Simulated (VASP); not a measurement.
Write the native input for VASP 6.6.1 that does the following.

```yaml
Task: single point
Functional: PBEsol
Potentials_or_basis: VASP PAW PBE potentials, release 64 (Hf_pv, N)
Cutoff: 600 eV
k_mesh: 22 × 22 × 22
Occupations: gaussian, width 0.15 eV
Spin: no spin polarisation
Dipole_correction: no
Further_INCAR_settings: ALGO = Normal; EDIFF = 1e-06; NBANDS = 14
```

The structure of HfN lies in POSCAR:

```
HfN
1.0
    0.0000000000      2.2507757579      2.2507757579
    2.2507757579      0.0000000000      2.2507757579
    2.2507757579      2.2507757579      0.0000000000
Hf N
1 1
Direct
    0.0000000000      0.0000000000      0.0000000000
    0.5000000000      0.5000000000      0.4057515909
```

This cell differs from its parent crystal: atom 2 (N) moved by (-0.300, +0.000) A along [1 1 0] and z.

These files were run (other wordings do the same):

INCAR

```
ALGO = Normal
EDIFF = 1E-6
ENCUT = 600
GGA = PS
GGA_COMPAT = F
ISIF = 2
ISMEAR = 0
LASPH = T
LCHARG = F
LREAL = F
LWAVE = F
NBANDS = 14
NELM = 120
PREC = Accurate
SIGMA = 0.15
```

KPOINTS

```
k-points
0
Gamma
  22 22 22
```

Potentials or basis: VASP PAW PBE potentials, release 64 (Hf_pv, N).

Launch:

```sh
$ cat potpaw_PBE.64/Hf_pv/POTCAR potpaw_PBE.64/N/POTCAR > POTCAR
$ mpirun -np 1 vasp_std > vasp.out
```

It gave:

```json
{"Pressure": "10.0 GPa", "Largest force": "3.600 eV/Å", "Band gap on the k mesh": "zero (an odd number of electrons rules out a gap without spin polarisation)"}
```

Caveat: the cell differs from its parent crystal (atom 2 (N) moved by (-0.300, +0.000) A along [1 1 0] and z); the stress differs along the axes, from -2 to 16 GPa; the PAW data sets were made with another functional, which shifts forces and pressure a little; spin-orbit coupling is left out, which moves the levels of the heavy elements; an odd number of electrons without spin polarisation forces a metal; a magnetic or distorted state may lie lower.

It took 5.1 min on 1 thread of Intel(R) Xeon(R) Platinum 8488C (Sapphire Rapids), with other jobs on the host, peak memory 0.7 GiB.
